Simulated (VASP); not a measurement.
# Si4Hg (Im-3m) in VASP: further runs, part 2 of 2

VASP 6.6.1. Earlier steps stand in the parts before.

**4. Single point, PBE**

This run uses another cell than the first one, of 16.97 Å³/atom, 0.765 times its volume.

The input, INCAR:

```
SYSTEM = Si4Hg
PREC     = Accurate       ! precision mode
ENCUT    = 520            ! plane-wave cutoff, eV
EDIFF    = 1E-6           ! SCF threshold, eV
ISMEAR   = 0              ! smearing method
SIGMA    = 0.1            ! smearing width, eV
LREAL    = .FALSE.        ! projectors in reciprocal space
LASPH    = .TRUE.         ! aspherical terms in the spheres
NELM     = 100            ! most SCF steps
ALGO     = Normal         ! electronic algorithm
ISIF     = 2              ! what is computed and relaxed
LWAVE    = .FALSE.        ! write WAVECAR
LCHARG   = .TRUE.         ! write CHGCAR
GGA      = PE             ! functional
LELF     = .TRUE.         ! ELF
LVHAR    = .TRUE.       
NBANDS   = 22             ! bands
```

The input, KPOINTS:

```
regular mesh
0
G
  4 4 4
  0 0 0
```

The input, POSCAR:

```
Si4Hg
1.0
   -2.7679766300      2.7679766300      2.7679766300
    2.7679766300     -2.7679766300      2.7679766300
    2.7679766300      2.7679766300     -2.7679766300
Si Hg
4 1
Direct
    0.5000000000      0.5000000000      0.5000000000
    0.0000000000      0.0000000000      0.5000000000
    0.0000000000      0.5000000000      0.0000000000
    0.5000000000      0.0000000000      0.0000000000
    0.0000000000      0.0000000000      0.0000000000
```

Potentials or basis: VASP PAW PBE potentials, release 64 (Si, Hg).

The run is started by

```
> cat potpaw_PBE.64/Si/POTCAR potpaw_PBE.64/Hg/POTCAR > POTCAR
> mpirun -np 1 vasp_std > vasp.out
```

OUTCAR:

```text
SYSTEM = Si4Hg
   PREC = Accurate
   ENCUT = 520
   EDIFF = 1E-6
   ISMEAR = 0
   LREAL = .FALSE.
   LASPH = .TRUE.
   NELM = 100
   ISIF = 2
   GGA = PE

 ion  position               nearest neighbor table
   1  0.500  0.500  0.500-   5 2.40   5 2.40   4 2.77   2 2.77   4 2.77   3 2.77   2 2.77   3 2.77

   2  0.000  0.000  0.500-   5 2.40   5 2.40   4 2.77   1 2.77   3 2.77   3 2.77   4 2.77   1 2.77

   3  0.000  0.500  0.000-   5 2.40   5 2.40   4 2.77   1 2.77   2 2.77   2 2.77   1 2.77   4 2.77

   4  0.500  0.000  0.000-   5 2.40   5 2.40   3 2.77   1 2.77   1 2.77   2 2.77   2 2.77   3 2.77

   5  0.000  0.000  0.000-   1 2.40   2 2.40   3 2.40   4 2.40   2 2.40   3 2.40   4 2.40   1 2.40

  LATTYP: Found a body centered cubic cell.
 ALAT       =     5.5359532600

  Lattice vectors:

 A1 = (  -2.7679766300,   2.7679766300,   2.7679766300)
 A2 = (   2.7679766300,  -2.7679766300,   2.7679766300)
 A3 = (   2.7679766300,   2.7679766300,  -2.7679766300)

Analysis of symmetry for initial positions (statically):
=====================================================================
 Subroutine PRICEL returns:
 Original cell was already a primitive cell.

 Routine SETGRP: Setting up the symmetry group for a
 body centered cubic supercell.

 Subroutine GETGRP returns: Found 48 space group operations
 (whereof 48 operations were pure point group operations)
 out of a pool of 48 trial point group operations.

The static configuration has the point symmetry O_h .

Analysis of symmetry for dynamics (positions and initial velocities):
=====================================================================
 Subroutine PRICEL returns:
 Original cell was already a primitive cell.

 Routine SETGRP: Setting up the symmetry group for a
 body centered cubic supercell.

 Subroutine GETGRP returns: Found 48 space group operations
 (whereof 48 operations were pure point group operations)
 out of a pool of 48 trial point group operations.

The dynamic configuration has the point symmetry O_h .

 Subroutine INISYM returns: Found 48 space group operations
 (whereof 48 operations are pure point group operations),
 and found     1 'primitive' translations

----------------------------------------------------------------------------------------

                                     Primitive cell

  volume of cell :      84.8296

  direct lattice vectors                    reciprocal lattice vectors
    -2.767976630  2.767976630  2.767976630     0.000000000  0.180637363  0.180637363
     2.767976630 -2.767976630  2.767976630     0.180637363  0.000000000  0.180637363
     2.767976630  2.767976630 -2.767976630     0.180637363  0.180637363  0.000000000

  length of vectors
     4.794276157  4.794276157  4.794276157     0.255459809  0.255459809  0.255459809

  position of ions in fractional coordinates (direct lattice)
     0.500000000  0.500000000  0.500000000
     0.000000000  0.000000000  0.500000000
     0.000000000  0.500000000  0.000000000
     0.500000000  0.000000000  0.000000000
     0.000000000  0.000000000  0.000000000

  ion indices of the primitive-cell ions
   primitive index   ion index
                 1           1
                 2           2
[... 26 lines left out ...]
 ===========================================

 Found      8 irreducible k-points:

 Following reciprocal coordinates:
            Coordinates               Weight
  0.000000  0.000000  0.000000      1.000000
  0.250000  0.000000  0.000000     12.000000
  0.500000  0.000000  0.000000      6.000000
  0.250000  0.250000  0.000000     24.000000
  0.250000  0.250000  0.250000      2.000000
 -0.250000  0.250000  0.250000      6.000000
  0.500000  0.500000  0.250000     12.000000
  0.500000  0.500000  0.500000      1.000000
   k-points           NKPTS =      8   k-points in BZ     NKDIM =      8   number of bands    NBANDS=     22
   number of dos      NEDOS =    301   number of ions     NIONS =      5
   total plane-waves  NPLWV =  46656
   dimension x,y,z NGX =    36 NGY =   36 NGZ =   36
   dimension x,y,z NGXF=    72 NGYF=   72 NGZF=   72
   ions per type =               4   1
   NGX,Y,Z   is equivalent  to a cutoff of  12.48, 12.48, 12.48 a.u.
   NGXF,Y,Z  is equivalent  to a cutoff of  24.97, 24.97, 24.97 a.u.
 SYSTEM =  Si4Hg
   PREC   = accura    normal or accurate (medium, high low for compatibility)
   ISTART =      0    job   : 0-new  1-cont  2-samecut
   ICHARG =      2    charge: 1-file 2-atom 10-const
   ISPIN  =      1    spin polarized calculation?
   LNONCOLLINEAR =      F non collinear calculations
   LSORBIT =      F    spin-orbit coupling
   LASPH  =      T    aspherical Exc in radial PAW
   ENCUT  =  520.0 eV  38.22 Ry    6.18 a.u.   8.91  8.91  8.91*2*pi/ulx,y,z
   NELM   =    100;   NELMIN=  2; NELMDL= -5     # of ELM steps
   EDIFF  = 0.1E-05   stopping-criterion for ELM
   LREAL  =      F    real-space projection
   EDIFFG = 0.1E-04   stopping-criterion for IOM
   NSW    =      0    number of steps for IOM
   IBRION =     -1    ionic relax: 0-MD 1-quasi-New 2-CG
   NFREE  =      0    steps in history (QN), initial steepest desc. (CG)
   ISIF   =      2    stress and relaxation
   ISYM   =      2    0-nonsym 1-usesym 2-fastsym
   POTIM  = 0.5000    time-step for ionic-motion
   TEBEG  =    0.0;   TEEND  =   0.0 temperature during run
   PSTRESS=    0.0 pullay stress
   NELECT =      28.0000    total number of electrons
   NUPDOWN=      -1.0000    fix difference up-down
   EMIN   =  10.00;   EMAX   =-10.00  energy-range for DOS
   EFERMI =   0.00;   METHOD = LEGACY
   ISMEAR =     0;   SIGMA  =   0.10  broadening in eV -4-tet -1-fermi 0-gaus
   EFERMI_NEDOS =   21; number of points for ismear=-14 and -15
   IALGO  =     38    algorithm
   IMIX   =      4    mixing-type and parameters
     AMIX     =   0.40;   BMIX     =  1.00
     AMIX_MAG =   1.60;   BMIX_MAG =  1.00
  volume/ion in A,a.u.               =      16.97       114.49
  Fermi-wavevector in a.u.,A,eV,Ry     =   1.131388  2.138014 17.416001  1.280040
  Thomas-Fermi vector in A             =   2.268087
   LORBIT       =      0    0 simple, 1 ext, 2 COOP (PROOUT), +10 PAW based schemes
   GGA     = PE    functional components
   LHFCALC =     F    Hartree Fock is set to
   AEXX    =    0.0000 exact exchange contribution
   IVDW    =     0    specifies the selected vdW correction
   LEPSILON=     F    determine dielectric tensor
   LRPA    =     F    only Hartree local field effects (RPA)
 non-spin polarized calculation
 Gauss-broadening in eV      SIGMA  =   0.10
  energy-cutoff  :      520.00
  volume of cell :       84.83
 maximum number of plane-waves:      2316
   NGX = 17   NGY = 17   NGZ = 17

 number of electron      28.0000000 magnetization

 Free energy of the ion-electron system (eV)
  ---------------------------------------------------
  ext. energy  EPLUGINS =         0.00000000
  ---------------------------------------------------
  free energy    TOTEN  =       -14.48448704 eV

  energy without entropy =      -14.47661501  energy(sigma->0) =      -14.48055102

 E-fermi :   7.8063     XC(G=0): -10.7881

 val. band max:        7.6787252209   @ k =   0.5000   0.0000   0.0000
 cond. band min:       7.8334575966   @ k =   0.2500   0.2500   0.2500
 fundamental gap:      0.1547323757
 Fermi energy:         7.8062860609

 k-point     1 :       0.0000    0.0000    0.0000
  band No.  band energies     occupation
      1      -6.0440      2.00000
      2      -3.5325      2.00000
      3      -3.5325      2.00000
      4      -3.5325      2.00000
      5      -2.2289      2.00000
      6      -2.2289      2.00000
[... 189 lines left out ...]
     21      15.2955      0.00000
     22      15.3069      0.00000

------------------------ aborting loop because EDIFF is reached ----------------------------------------

  FORCE on cell =-STRESS in cart. coord.  units (eV):
  Direction    XX          YY          ZZ          XY          YZ          ZX
  --------------------------------------------------------------------------------------
  -------------------------------------------------------------------------------------
  Total       15.2177146     15.2177146     15.2177146     -0.0000000     -0.0000000      0.0000000
  in kB      287.4172089    287.4172089    287.4172089     -0.0000000     -0.0000000      0.0000000
  external PRESSURE =     287.4172089 kB  Pullay stress =       0.0000000 kB

 VOLUME and BASIS-vectors are now :
 -----------------------------------------------------------------------------
  energy-cutoff  :      520.00
  volume of cell :       84.83
      direct lattice vectors                 reciprocal lattice vectors
    -2.767976630  2.767976630  2.767976630     0.000000000  0.180637363  0.180637363
     2.767976630 -2.767976630  2.767976630     0.180637363  0.000000000  0.180637363
     2.767976630  2.767976630 -2.767976630     0.180637363  0.180637363  0.000000000

 POSITION                                       TOTAL-FORCE (eV/Angst)
 -----------------------------------------------------------------------------------
      1.38399      1.38399      1.38399        -0.000000     -0.000000     -0.000000
      1.38399      1.38399     -1.38399         0.000000      0.000000      0.000000
      1.38399     -1.38399      1.38399        -0.000000      0.000000      0.000000
     -1.38399      1.38399      1.38399        -0.000000     -0.000000      0.000000
      0.00000      0.00000      0.00000         0.000000      0.000000     -0.000000
 -----------------------------------------------------------------------------------
    total drift:                               -0.000000     -0.000000     -0.000000

  FREE ENERGIE OF THE ION-ELECTRON SYSTEM (eV)
  ---------------------------------------------------
  free  energy   TOTEN  =       -14.4844870380 eV

  energy  without entropy=      -14.4766150101  energy(sigma->0) =      -14.48055102
```

It took 8.2 s on 1 thread of Intel Xeon 6975P-C (Granite Rapids), shared host; peak memory 0.2 GiB.

What came out:

```
Free energy            : -14.4845 eV
Pressure               : 28.7 GPa
Band gap on the k mesh : zero (band 14 reaches 8.68 eV, above the bottom of band 15 at 4.76 eV)
```

Caveat: the k points lie up to 0.40 Å⁻¹ apart; spin-orbit coupling is left out, which moves the levels of the heavy elements.

**5. Overview**

| task | cell | k mesh | cutoff (eV) | gap on the mesh (eV) | pressure (GPa) |
| --- | --- | --- | --- | --- | --- |
| single point | a = 5.243 Å, angles 109.5°, 5 atoms | 10 × 10 × 10 | 520 | none | 0.2 |
| relaxation of cell and atoms | relaxed from a = 5.229 Å, angles 109.5°, 5 atoms | 10 × 10 × 10 | 600 | none | 0.0 |
| single point | a = 4.794 Å, angles 109.5°, 5 atoms | 4 × 4 × 4 | 520 | none | 28.7 |

Alike in all rows: level PBE; potentials or basis VASP PAW PBE potentials, release 64 (Si, Hg); no spin polarisation; smearing gaussian 0.1 eV.

Caveats: some runs use coarse meshes; spin-orbit coupling is left out, which moves the levels of the heavy elements.

Total energies depend on the potentials used, so only differences within one code and one set of settings carry meaning.
